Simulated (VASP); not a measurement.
# Li (Fm-3m) in VASP: settings compared

Aim: see how the results for Li move with the level of theory and the settings. Levels: pbe exchange, lda correlation, BLYP, PBE-based screened hybrid with 25 % exact exchange. Tasks: single point.

All numbers are computed with VASP 6.6.1; they aren't measurements. Logs are shortened: lines on timing, memory, paths and dates and some standing lists are left out, and cuts for length are marked.

### 1 The cell of the first run

It takes space group Fm-3m (No. 225, cubic). The conventional cell has a = 4.220 Å, b = 4.220 Å, c = 4.220 Å, α = 90.00°, β = 90.00°, γ = 90.00°. Li (site symmetry m-3m) has 12 Li at 2.98 Å within 3.9 Å.

This isn't the form of Li at room conditions, which is bcc.

### 2 Single point, pbe exchange, lda correlation (18.79 Å³/atom)

INCAR reads:

```
ALGO     = Normal         # electronic algorithm
EDIFF    = 1E-6           # SCF threshold, eV
ENCUT    = 750            # plane-wave cutoff, eV
GGA      = LIBXC          # functional
GGA_COMPAT= F            
ISIF     = 2              # what is computed and relaxed
ISMEAR   = -1             # smearing method
LASPH    = T              # aspherical terms in the spheres
LCHARG   = F              # write CHGCAR
LIBXC1   = GGA_X_PBE    
LIBXC2   = LDA_C_PW     
LREAL    = F              # projectors in reciprocal space
LWAVE    = F              # write WAVECAR
NBANDS   = 8              # bands
NELM     = 120            # most SCF steps
PREC     = Accurate       # precision mode
SIGMA    = 0.025          # smearing width, eV
```

KPOINTS reads:

```
k-points
0
Gamma
  10 10 10
```

POSCAR reads:

```
Li
1.0
    0.0000000000      2.1101413050      2.1101413050
    2.1101413050      0.0000000000      2.1101413050
    2.1101413050      2.1101413050      0.0000000000
Li
1
Direct
    0.0000000000      0.0000000000      0.0000000000
```

Potentials or basis: VASP PAW PBE potentials, release 64 (Li_sv).

Command:

```bash
> cat potpaw_PBE.64/Li_sv/POTCAR > POTCAR
> mpirun -np 1 vasp_std > vasp.out
```

OUTCAR:

```text
EDIFF = 1E-6
   ENCUT = 750
   GGA = LIBXC
   ISIF = 2
   ISMEAR = -1
   LASPH = T
   LREAL = F
   NELM = 120
   PREC = Accurate

 ion  position               nearest neighbor table
   1  0.000  0.000  0.000-

  LATTYP: Found a face centered cubic cell.
 ALAT       =     4.2202826100

  Lattice vectors:

 A1 = (   0.0000000000,   2.1101413050,   2.1101413050)
 A2 = (   2.1101413050,   0.0000000000,   2.1101413050)
 A3 = (   2.1101413050,   2.1101413050,   0.0000000000)

Analysis of symmetry for initial positions (statically):
=====================================================================
 Subroutine PRICEL returns:
 Original cell was already a primitive cell.

 Routine SETGRP: Setting up the symmetry group for a
 face centered cubic supercell.

 Subroutine GETGRP returns: Found 48 space group operations
 (whereof 48 operations were pure point group operations)
 out of a pool of 48 trial point group operations.

The static configuration has the point symmetry O_h .

Analysis of symmetry for dynamics (positions and initial velocities):
=====================================================================
 Subroutine PRICEL returns:
 Original cell was already a primitive cell.

 Routine SETGRP: Setting up the symmetry group for a
 face centered cubic supercell.

 Subroutine GETGRP returns: Found 48 space group operations
 (whereof 48 operations were pure point group operations)
 out of a pool of 48 trial point group operations.

The dynamic configuration has the point symmetry O_h .

 Subroutine INISYM returns: Found 48 space group operations
 (whereof 48 operations are pure point group operations),
 and found     1 'primitive' translations

----------------------------------------------------------------------------------------

                                     Primitive cell

  volume of cell :      18.7916

  direct lattice vectors                    reciprocal lattice vectors
     0.000000000  2.110141305  2.110141305    -0.236950956  0.236950956  0.236950956
     2.110141305  0.000000000  2.110141305     0.236950956 -0.236950956  0.236950956
     2.110141305  2.110141305  0.000000000     0.236950956  0.236950956 -0.236950956

  length of vectors
     2.984190452  2.984190452  2.984190452     0.410411095  0.410411095  0.410411095

  position of ions in fractional coordinates (direct lattice)
     0.000000000  0.000000000  0.000000000

  ion indices of the primitive-cell ions
   primitive index   ion index
                 1           1

----------------------------------------------------------------------------------------

 KPOINTS: k-points

Automatic generation of k-mesh.
 Grid dimensions read from file:
 generate k-points for:   10   10   10

 Generating k-lattice:

  Cartesian coordinates                     Fractional coordinates (reciprocal lattice)
    -0.023695096  0.023695096  0.023695096     0.100000000  0.000000000  0.000000000
     0.023695096 -0.023695096  0.023695096     0.000000000  0.100000000  0.000000000
     0.023695096  0.023695096 -0.023695096     0.000000000  0.000000000  0.100000000

  Length of vectors
     0.041041110  0.041041110  0.041041110

  Shift w.r.t. Gamma in fractional coordinates (k-lattice)
     0.000000000  0.000000000  0.000000000

 Subroutine IBZKPT returns following result:
 ===========================================

 Found     47 irreducible k-points:

 Following reciprocal coordinates:
            Coordinates               Weight
  0.000000  0.000000  0.000000      1.000000
  0.100000  0.000000  0.000000      8.000000
  0.200000  0.000000  0.000000      8.000000
  0.300000  0.000000  0.000000      8.000000
  0.400000  0.000000  0.000000      8.000000
  0.500000  0.000000  0.000000      4.000000
[... 16 lines left out ...]
  0.300000  0.300000  0.000000      6.000000
  0.400000  0.300000  0.000000     24.000000
 [... further k-points ...]
   k-points           NKPTS =     47   k-points in BZ     NKDIM =     47   number of bands    NBANDS=      8
   number of dos      NEDOS =    301   number of ions     NIONS =      1
   total plane-waves  NPLWV =  21952
   dimension x,y,z NGX =    28 NGY =   28 NGZ =   28
   dimension x,y,z NGXF=    56 NGYF=   56 NGZF=   56
   ions per type =               1
   NGX,Y,Z   is equivalent  to a cutoff of  15.60, 15.60, 15.60 a.u.
   NGXF,Y,Z  is equivalent  to a cutoff of  31.20, 31.20, 31.20 a.u.
 SYSTEM =  unknown system
   PREC   = accura    normal or accurate (medium, high low for compatibility)
   ISTART =      0    job   : 0-new  1-cont  2-samecut
   ICHARG =      2    charge: 1-file 2-atom 10-const
   ISPIN  =      1    spin polarized calculation?
   LNONCOLLINEAR =      F non collinear calculations
   LSORBIT =      F    spin-orbit coupling
   LASPH  =      T    aspherical Exc in radial PAW
   ENCUT  =  750.0 eV  55.12 Ry    7.42 a.u.   6.66  6.66  6.66*2*pi/ulx,y,z
   NELM   =    120;   NELMIN=  2; NELMDL= -5     # of ELM steps
   EDIFF  = 0.1E-05   stopping-criterion for ELM
   LREAL  =      F    real-space projection
   EDIFFG = 0.1E-04   stopping-criterion for IOM
   NSW    =      0    number of steps for IOM
   IBRION =     -1    ionic relax: 0-MD 1-quasi-New 2-CG
   NFREE  =      0    steps in history (QN), initial steepest desc. (CG)
   ISIF   =      2    stress and relaxation
   ISYM   =      2    0-nonsym 1-usesym 2-fastsym
   POTIM  = 0.5000    time-step for ionic-motion
   TEBEG  =    0.0;   TEEND  =   0.0 temperature during run
   PSTRESS=    0.0 pullay stress
   NELECT =       3.0000    total number of electrons
   NUPDOWN=      -1.0000    fix difference up-down
   EMIN   =  10.00;   EMAX   =-10.00  energy-range for DOS
   EFERMI =   0.00;   METHOD = LEGACY
   ISMEAR =    -1;   SIGMA  =   0.03  broadening in eV -4-tet -1-fermi 0-gaus
   EFERMI_NEDOS =   21; number of points for ismear=-14 and -15
   IALGO  =     38    algorithm
   IMIX   =      4    mixing-type and parameters
     AMIX     =   0.40;   BMIX     =  1.00
     AMIX_MAG =   1.60;   BMIX_MAG =  1.00
  volume/ion in A,a.u.               =      18.79       126.81
  Fermi-wavevector in a.u.,A,eV,Ry     =   0.888097  1.678260 10.731135  0.788716
  Thomas-Fermi vector in A             =   2.009482
   LORBIT       =      0    0 simple, 1 ext, 2 COOP (PROOUT), +10 PAW based schemes
   GGA     = LIBXC    functional components
   LHFCALC =     F    Hartree Fock is set to
   AEXX    =    0.0000 exact exchange contribution
   IVDW    =     0    specifies the selected vdW correction
   LEPSILON=     F    determine dielectric tensor
   LRPA    =     F    only Hartree local field effects (RPA)
 non-spin polarized calculation
  energy-cutoff  :      750.00
  volume of cell :       18.79
 maximum number of plane-waves:       895
   NGX = 13   NGY = 13   NGZ = 13

 number of electron       3.0000002 magnetization

 Free energy of the ion-electron system (eV)
  ---------------------------------------------------
  ext. energy  EPLUGINS =         0.00000000
  ---------------------------------------------------
  free energy    TOTEN  =        -1.62460970 eV

  energy without entropy =       -1.62285057  energy(sigma->0) =       -1.62373014

 E-fermi :   0.7881     XC(G=0):  -7.2805

 val. band max:        0.7656086100   @ k =   0.5000   0.0000   0.0000
 cond. band min:       0.8129144253   @ k =   0.5000   0.3000   0.1000
 fundamental gap:      0.0473058153
 Fermi energy:         0.7880990014

 k-point     1 :       0.0000    0.0000    0.0000
  band No.  band energies     occupation
      1     -46.6203      2.00000
      2      -2.8237      2.00000
      3      15.6997      0.00000
      4      15.6997      0.00000
      5      15.6997      0.00000
      6      20.0436      0.00000
      7      20.0436      0.00000
      8      20.0436      0.00000

 k-point     2 :       0.1000    0.0000    0.0000
  band No.  band energies     occupation
      1     -46.6181      2.00000
      2      -2.6407      2.00000
      3      13.9407      0.00000
      4      15.3358      0.00000
      5      15.3358      0.00000
      6      19.0868      0.00000
      7      20.7038      0.00000
      8      20.7038      0.00000

 k-point     3 :       0.2000    0.0000    0.0000
  band No.  band energies     occupation
      1     -46.6125      2.00000
      2      -2.0925      2.00000
      3      10.7593      0.00000
      4      14.7075      0.00000
      5      14.7075      0.00000
      6      19.4324      0.00000
      7      21.0926      0.00000
      8      21.0926      0.00000

 k-point     4 :       0.3000    0.0000    0.0000
  band No.  band energies     occupation
      1     -46.6056      2.00000
      2      -1.1910      2.00000
      3       7.7343      0.00000
      4      14.2377      0.00000
      5      14.2377      0.00000
      6      19.5745      0.00000
      7      19.7616      0.00000
      8      19.7616      0.00000

 k-point     5 :       0.4000    0.0000    0.0000
  band No.  band energies     occupation
      1     -46.5999      2.00000
      2      -0.0253      2.00000
      3       5.2475      0.00000
      4      14.0021      0.00000
      5      14.0021      0.00000
      6      18.6715      0.00000
      7      18.6715      0.00000
      8      19.0476      0.00000

 k-point     6 :       0.5000    0.0000    0.0000
  band No.  band energies     occupation
      1     -46.5978      2.00000
      2       0.7656      1.42174
      3       4.0099      0.00000
      4      13.9401      0.00000
      5      13.9401      0.00000
      6      18.2762      0.00000
      7      18.2762      0.00000
      8      18.8134      0.00000

 k-point     7 :       0.1000    0.1000    0.0000
  band No.  band energies     occupation
      1     -46.6174      2.00000
      2      -2.5791      2.00000
      3      14.3396      0.00000
      4      14.3396      0.00000
      5      15.7080      0.00000
      6      17.3881      0.00000
      7      21.3577      0.00000
      8      21.8552      0.00000
[... 133 lines left out ...]
 k-point    20 :      -0.4000    0.2000    0.0000
  band No.  band energies     occupation
      1     -46.5949      2.00000
      2       1.5046      0.00000
      3       4.3373      0.00000
      4      10.1851      0.00000
      5      12.2975      0.00000
      6      16.1347      0.00000
      7      21.6205      0.00000
      8      23.3279      0.00000

 k-point    21 :      -0.3000    0.2000    0.0000
  band No.  band energies     occupation
      1     -46.5979      2.00000
      2       0.2938      2.00000
      3       6.1183      0.00000
      4      10.0354      0.00000
      5      13.3218      0.00000
      6      16.8702      0.00000
      7      21.2126      0.00000
      8      22.2772      0.00000

 k-point    22 :      -0.2000    0.2000    0.0000
  band No.  band energies     occupation
      1     -46.6032      2.00000
      2      -0.8584      2.00000
      3       8.2931      0.00000
      4      10.6325      0.00000
      5      14.5572      0.00000
      6      17.9899      0.00000
      7      20.7518      0.00000
      8      20.9803      0.00000

 k-point    23 :       0.3000    0.3000    0.0000
  band No.  band energies     occupation
      1     -46.6008      2.00000
      2      -0.5930      2.00000
      3      10.8626      0.00000
      4      10.8626      0.00000
      5      11.3525      0.00000
      6      13.3524      0.00000
      7      16.6207      0.00000
      8      27.6958      0.00000

 k-point    24 :       0.4000    0.3000    0.0000
  band No.  band energies     occupation
      1     -46.5964      2.00000
      2       0.3319      2.00000
      3       8.5431      0.00000
      4       9.9056      0.00000
      5      10.4692      0.00000
      6      14.1783      0.00000
      7      17.0724      0.00000
      8      27.2563      0.00000

 [... further k-points ...]

------------------------ aborting loop because EDIFF is reached ----------------------------------------

  FORCE on cell =-STRESS in cart. coord.  units (eV):
  Direction    XX          YY          ZZ          XY          YZ          ZX
  --------------------------------------------------------------------------------------
  -------------------------------------------------------------------------------------
  Total        0.1151230      0.1151230      0.1151230      0.0000000     -0.0000000     -0.0000000
  in kB        9.8154044      9.8154044      9.8154044      0.0000000     -0.0000000     -0.0000000
  external PRESSURE =       9.8154044 kB  Pullay stress =       0.0000000 kB

 VOLUME and BASIS-vectors are now :
 -----------------------------------------------------------------------------
  energy-cutoff  :      750.00
  volume of cell :       18.79
      direct lattice vectors                 reciprocal lattice vectors
     0.000000000  2.110141305  2.110141305    -0.236950956  0.236950956  0.236950956
     2.110141305  0.000000000  2.110141305     0.236950956 -0.236950956  0.236950956
     2.110141305  2.110141305  0.000000000     0.236950956  0.236950956 -0.236950956

 POSITION                                       TOTAL-FORCE (eV/Angst)
 -----------------------------------------------------------------------------------
      0.00000      0.00000      0.00000         0.000000      0.000000      0.000000
 -----------------------------------------------------------------------------------
    total drift:                               -0.000000     -0.000000     -0.000000

  FREE ENERGIE OF THE ION-ELECTRON SYSTEM (eV)
  ---------------------------------------------------
  free  energy   TOTEN  =        -1.6246097045 eV

  energy  without entropy=       -1.6228505749  energy(sigma->0) =       -1.62373014
```

Wall time 8.6 s (1 thread of Intel Xeon Platinum 8259CL at 2.50GHz (Skylake/Cascade Lake), shared host); peak memory 0.15 GiB.

Results:

```
Free energy            : -1.6246 eV
Pressure               : 1.0 GPa
Band gap on the k mesh : zero (an odd number of electrons rules out a gap without spin polarisation)
```

Caveat: the PAW data sets were made with another functional, which shifts forces and pressure a little.

(Continued in part 2 of 2.)
